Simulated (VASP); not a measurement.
Here is a VASP 6.6.1 calculation.

INCAR

```
PREC = Accurate
ENCUT = 520
EDIFF = 1E-7
ISMEAR = 0
SIGMA = 0.15
LREAL = F
LASPH = T
NELM = 100
ALGO = Fast
ISIF = 2
LWAVE = F
LCHARG = T
LELF = T
LVHAR = T
NBANDS = 18
```

The input KPOINTS:

```
Automatic mesh
0
Gamma
  21 21 12
```

POSCAR

```
Cu
1.0
    2.5340966698      0.0000000000      0.0000000000
   -1.2670483349      2.1945920917      0.0000000000
    0.0000000000      0.0000000000      4.1331338550
Cu
2
Direct
    0.3333333333      0.6666666667      0.2500000000
    0.6666666667      0.3333333333      0.7500000000
```

Potentials or basis: VASP PAW LDA potentials, release 64 (Cu).

Command:

```bash
$ cat potpaw_LDA.64/Cu/POTCAR > POTCAR
$ mpirun -np 1 vasp_std > vasp.out
```

**Question.** What does it give for the pressure?

**Answer.** -7.9 GPa.

**Question.** Predict the band gap on the k mesh.

**Answer.** Zero (band 11 reaches 11.78 eV, above the bottom of band 12 at 5.66 eV).

Stress tensor (GPa, compression positive):
```
-8.53  0.00  0.00
 0.00 -8.53  0.00
 0.00  0.00 -6.69
```

Caveat: the cell differs from its parent crystal (strain +0.0050 x Voigt [0, 0, 1, 0, 0, 0]).
